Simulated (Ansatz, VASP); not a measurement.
## SiO2: VASP beside Ansatz

```
CELL_PARAMETERS angstrom
4.98200 0.00000 0.00000
0.00000 4.98200 0.00000
0.00000 0.00000 6.96300
ATOMIC_POSITIONS crystal
Si 0.79897 0.20103 0.75000
Si 0.70103 0.70103 0.50000
Si 0.20103 0.79897 0.25000
Si 0.29897 0.29897 0.00000
O 0.10347 0.23989 0.82187
O 0.26011 0.60347 0.07187
O 0.89653 0.76011 0.32187
O 0.73989 0.39653 0.57187
O 0.60347 0.26011 0.92813
O 0.76011 0.89653 0.67813
O 0.39653 0.73989 0.42813
O 0.23989 0.10347 0.17813
```

Alike in both runs: task relaxation of cell and atoms; functional RPBE; k mesh 6 × 6 × 4; occupations fermi-dirac, width 0.05 eV; no spin polarisation.

|  | VASP | Ansatz |
| --- | --- | --- |
| version | VASP 6.6.1 | Ansatz 0.2.0 |
| potentials or method | VASP PAW PBE potentials, release 64 (Si, O) | Ansatz PAW |
| plane-wave cutoff (eV) | 600 | 420 |
| valence electrons in the cell | 64 | 64 |

```csv
,VASP,Ansatz,Ansatz less VASP
"gap on the k mesh at the Fermi level, each at its own relaxed structure (eV)",5.58,5.56,-0.024
relaxed volume (Å³/atom),15.74,15.78,+0.040
relaxed length of the cell vector where the two differ most in proportion (Å),7.169,7.179,+0.0097
```

VASP's potentials were made for PBE, not for RPBE.

Noted on Ansatz's run: the plane-wave basis is chosen anew once the cell has moved, so the energies of steps on either side of that aren't comparable.
